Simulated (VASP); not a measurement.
# PbSe (I4/mmm) in VASP: dielectric tensor with r2SCAN

Aim: the dielectric tensor of PbSe with r2SCAN.

Program: VASP 6.6.1. These are calculated values, not measurements. Logs are shortened: lines on timing, memory, paths and dates and some standing lists are left out, and cuts for length are marked.

### 1 The cell of the first run

The structure is tetragonal, space group I4/mmm (No. 139). Conventional cell: a = 4.543 Å, b = 4.543 Å, c = 6.126 Å, α = 90.00°, β = 90.00°, γ = 90.00°. Pb (site symmetry 4/mmm) has 6 Se at 3.06 to 3.21 Å within 4.0 Å. Se (site symmetry 4/mmm) has 6 Pb at 3.06 to 3.21 Å within 4.0 Å.

### 2 Dielectric tensor, r2SCAN (epitaxial xy strain +4.0%)

The input, INCAR:

```
PREC = Accurate ; ENCUT = 440
EDIFF = 1E-8 ; ISMEAR = 0
SIGMA = 0.01 ; LREAL = F
LASPH = T ; NELM = 120
ALGO = Normal ; ISIF = 2
LWAVE = F ; LCHARG = F
METAGGA = R2SCAN ; LMIXTAU = T
LCALCEPS = T ; GGA_COMPAT = F
KPAR = 8
```

The input, KPOINTS:

```
Automatic mesh
0
Gamma
  6 6 6
```

The input, POSCAR:

```
PbSe
1.0
    0.0000000000      3.2122503083      3.0630789625
    3.2122503083      0.0000000000      3.0630789625
    3.2122503083      3.2122503083      0.0000000000
Pb Se
1 1
Direct
    0.0000000000      0.0000000000      0.0000000000
    0.5000000000      0.5000000000      0.5000000000
```

Potentials or basis: VASP PAW PBE potentials, release 64 (Pb_d, Se).

On the command line:

```sh
> cat potpaw_PBE.64/Pb_d/POTCAR potpaw_PBE.64/Se/POTCAR > POTCAR
> mpirun -np 8 vasp_std > vasp.out
```

OUTCAR:

```text
PREC = Accurate
   ENCUT = 440
   EDIFF = 1E-8
   ISMEAR = 0
   LREAL = F
   LASPH = T
   NELM = 120
   ISIF = 2
   METAGGA = R2SCAN

 ion  position               nearest neighbor table
   1  0.000  0.000  0.000-   2 3.06   2 3.06   2 3.21   2 3.21   2 3.21   2 3.21
   2  0.500  0.500  0.500-   1 3.06   1 3.06   1 3.21   1 3.21   1 3.21   1 3.21

  LATTYP: Found a body centered tetragonal cell.
 ALAT       =     4.5428079517
 C/A-ratio  =     1.3485399317

  Lattice vectors:

 A1 = (   0.0000000000,  -3.2122503083,  -3.0630789625)
 A2 = (   0.0000000000,   3.2122503083,  -3.0630789625)
 A3 = (   3.2122503083,   0.0000000000,   3.0630789625)

Analysis of symmetry for initial positions (statically):
=====================================================================
 Subroutine PRICEL returns:
 Original cell was already a primitive cell.

 Routine SETGRP: Setting up the symmetry group for a
 body centered tetragonal supercell.

 Subroutine GETGRP returns: Found 16 space group operations
 (whereof 16 operations were pure point group operations)
 out of a pool of 16 trial point group operations.

The static configuration has the point symmetry D_4h.

Analysis of symmetry for dynamics (positions and initial velocities):
=====================================================================
 Subroutine PRICEL returns:
 Original cell was already a primitive cell.

 Routine SETGRP: Setting up the symmetry group for a
 body centered tetragonal supercell.

 Subroutine GETGRP returns: Found 16 space group operations
 (whereof 16 operations were pure point group operations)
 out of a pool of 16 trial point group operations.

The dynamic configuration has the point symmetry D_4h.

 Subroutine INISYM returns: Found 16 space group operations
 (whereof 16 operations are pure point group operations),
 and found     1 'primitive' translations

----------------------------------------------------------------------------------------

                                     Primitive cell

  volume of cell :      63.2131

  direct lattice vectors                    reciprocal lattice vectors
     0.000000000  3.212250308  3.063078963    -0.155654122  0.155654122  0.163234447
     3.212250308  0.000000000  3.063078963     0.155654122 -0.155654122  0.163234447
     3.212250308  3.212250308  0.000000000     0.155654122  0.155654122 -0.163234447
[... 142 lines left out ...]
 Fermi energy:         3.7907813324

 k-point     1 :       0.0000    0.0000    0.0000
  band No.  band energies     occupation
      1     -13.5960      2.00000
      2     -13.5909      2.00000
      3     -13.5756      2.00000
      4     -13.5756      2.00000
      5     -13.5621      2.00000
      6      -9.5971      2.00000
      7      -2.7481      2.00000
      8       1.8831      2.00000
      9       2.3093      2.00000
     10       2.3093      2.00000
     11   10000.0000      0.00000
     12   10000.0000      0.00000
     13   10000.0000      0.00000
     14   10000.0000      0.00000
[... 377 lines left out ...]
      1     -13.6441      2.00000
      2     -13.5806      2.00000
      3     -13.5769      2.00000
      4     -13.5634      2.00000
      5     -13.5463      2.00000
      6      -8.5660      2.00000
      7      -3.9533      2.00000
      8       0.0090      2.00000
      9       1.1836      2.00000
     10       1.5393      2.00000
     11   10000.0000      0.00000
     12   10000.0000      0.00000
     13   10000.0000      0.00000
     14   10000.0000      0.00000

 [... further k-points ...]

------------------------ aborting loop because EDIFF is reached ----------------------------------------

            Ionic dipole moment: p[ion]=(   -19.27350   -19.27350   -18.37847 ) |e| Angst

 Total electronic dipole moment: p[elc]=(     0.00026     0.00026     0.05502 ) |e| Angst

 MACROSCOPIC STATIC DIELECTRIC TENSOR (including local field effects)
 ------------------------------------------------------
          14.916232     0.000000     0.000000
           0.000000    14.916232     0.000000
           0.000000     0.000000    16.750223
 ------------------------------------------------------

 PIEZOELECTRIC TENSOR (including local field effects) (e Angst)
          XX          YY          ZZ          XY          YZ          ZX
  --------------------------------------------------------------------------------
  x     0.00000     0.00000     0.00000     0.00000     0.00000     0.00000
  y     0.00000     0.00000     0.00000     0.00000     0.00000     0.00000
  z     0.00000     0.00000     0.00000     0.00000     0.00000     0.00000

 PIEZOELECTRIC TENSOR (including local field effects) (C/m^2)
          XX          YY          ZZ          XY          YZ          ZX
  --------------------------------------------------------------------------------
  x     0.00000     0.00000     0.00000     0.00000     0.00000     0.00000
  y     0.00000     0.00000     0.00000     0.00000     0.00000     0.00000
  z     0.00000     0.00000     0.00000     0.00000     0.00000     0.00000

 BORN EFFECTIVE CHARGES (including local field effects) (in |e|, cummulative output)
 ---------------------------------------------------------------------------------
 ion    1
    1     4.41272     0.00000     0.00000
    2    -0.00000     4.41272     0.00000
    3     0.00000     0.00000     5.28915
 ion    2
    1    -4.41272     0.00000    -0.00000
    2     0.00000    -4.41272    -0.00000
    3     0.00000     0.00000    -5.28915

  FORCE on cell =-STRESS in cart. coord.  units (eV):
  Direction    XX          YY          ZZ          XY          YZ          ZX
  --------------------------------------------------------------------------------------
  -------------------------------------------------------------------------------------
  Total       -1.6716166     -1.6716166      0.0226979      0.0000000     -0.0000000      0.0000000
  in kB      -42.3682289    -42.3682289      0.5752924      0.0000000     -0.0000000      0.0000000
  external PRESSURE =     -28.0537218 kB  Pullay stress =       0.0000000 kB

 VOLUME and BASIS-vectors are now :
 -----------------------------------------------------------------------------
  energy-cutoff  :      440.00
  volume of cell :       63.21
      direct lattice vectors                 reciprocal lattice vectors
     0.000000000  3.212250308  3.063078963    -0.155654122  0.155654122  0.163234447
     3.212250308  0.000000000  3.063078963     0.155654122 -0.155654122  0.163234447
     3.212250308  3.212250308  0.000000000     0.155654122  0.155654122 -0.163234447

 POSITION                                       TOTAL-FORCE (eV/Angst)
 -----------------------------------------------------------------------------------
      0.00000      0.00000      0.00000         0.000000     -0.000000      0.000000
      3.21225      3.21225      3.06308        -0.000000      0.000000      0.000000
 -----------------------------------------------------------------------------------
    total drift:                               -0.000000      0.000000      0.000000

  FREE ENERGIE OF THE ION-ELECTRON SYSTEM (eV)
  ---------------------------------------------------
  free  energy   TOTEN  =       -71.8719508738 eV

  energy  without entropy=      -71.8719508738  energy(sigma->0) =      -71.87195087
```

OSZICAR:

```text
N       E                     dE             d eps       ncg     rms          rms(c)
DAV:   1     0.904268750767E+02    0.90427E+02   -0.88973E+03   840   0.128E+03
DAV:   2    -0.640484055601E+02   -0.15448E+03   -0.15163E+03   894   0.339E+02
[... 13 lines left out ...]
DMP:  24    -0.718719508046E+02   -0.25491E-07   -0.21437E-07   952   0.227E-07   0.595E-07
DMP:  25    -0.718719508248E+02   -0.20238E-07   -0.17354E-07   952   0.183E-07   0.482E-07
DMP:  26    -0.718719508416E+02   -0.16784E-07   -0.14054E-07   952   0.149E-07   0.390E-07
DMP:  27    -0.718719508548E+02   -0.13250E-07   -0.11382E-07   952   0.120E-07   0.316E-07
DMP:  28    -0.718719508655E+02   -0.10648E-07   -0.92197E-08   952   0.975E-08   0.256E-07
DMP:  29    -0.718719508738E+02   -0.83312E-08   -0.74682E-08   952   0.789E-08   0.207E-07
   1 F= -.71871951E+02 E0= -.71871951E+02  d E =-.136494E-17
```

It took 13 min on 8 MPI ranks of Intel Xeon Platinum 8375C at 2.90GHz (Ice Lake), shared host; peak memory 0.46 GiB.

Results:

| Quantity | Value |
| --- | --- |
| Band gap on the k mesh | 0.81 eV |
| Electronic dielectric tensor (diagonal) | 14.92, 14.92, 16.75 |
| Born charges (mean of the diagonal) | Pb +4.70; Se -4.70 e |

Electronic dielectric tensor:
```
14.92  0.00  0.00
 0.00 14.92  0.00
 0.00  0.00 16.75
```

Born effective charge tensors (e):
atom 1, Pb
```
4.41 0.00 0.00
0.00 4.41 0.00
0.00 0.00 5.29
```
atom 2, Se
```
-4.41  0.00  0.00
 0.00 -4.41  0.00
 0.00  0.00 -5.29
```

Dipole moments of the cell (e·Å, modulo the quantum): ionic -19.273, -19.273, -18.378; electronic 0.000, 0.000, 0.055

Caveat: the cell differs from its parent crystal (epitaxial xy strain +4.0%); the PAW data sets were made with another functional, which shifts forces and pressure a little; spin-orbit coupling is left out, which moves the levels of the heavy elements.
